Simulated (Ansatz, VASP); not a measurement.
**Two plane-wave programs on LiCl**

```
Li Cl
1.0
     0.00000    2.69041    2.73304
     2.69041    0.00000    2.73304
     2.69041    2.69041    0.00000
Li Cl
1 1
Direct
  0.00000 0.00000 0.00000
  0.25000 0.25000 0.25000
```

Change from the starting cell: biaxial_xy strain -1.6%.

Alike in both runs: task single point; functional r2SCAN; k mesh 8 × 8 × 8; no spin polarisation.

|  | VASP | Ansatz |
| --- | --- | --- |
| version | VASP 6.6.1 | Ansatz 0.2.0 |
| potentials or method | VASP PAW PBE potentials, release 64 (Li_sv, Cl) | plane waves, PAW |
| plane-wave cutoff (eV) | 520 | 500 |
| occupations | gaussian, width 0.01 eV | fixed |
| valence electrons in the cell | 10 | 10 |

VASP gave:

| Quantity | Value |
| --- | --- |
| gap on the k mesh at the Fermi level (eV) | 6.88 |

Task: What did Ansatz give for the same quantities?

Result: gap on the k mesh at the Fermi level (eV): 6.82.

VASP's potentials were made for PBE, not for r2SCAN.

Noted on VASP's run: the cutoff is under 1.25 times that of the potentials, so the pressure is a little rough.
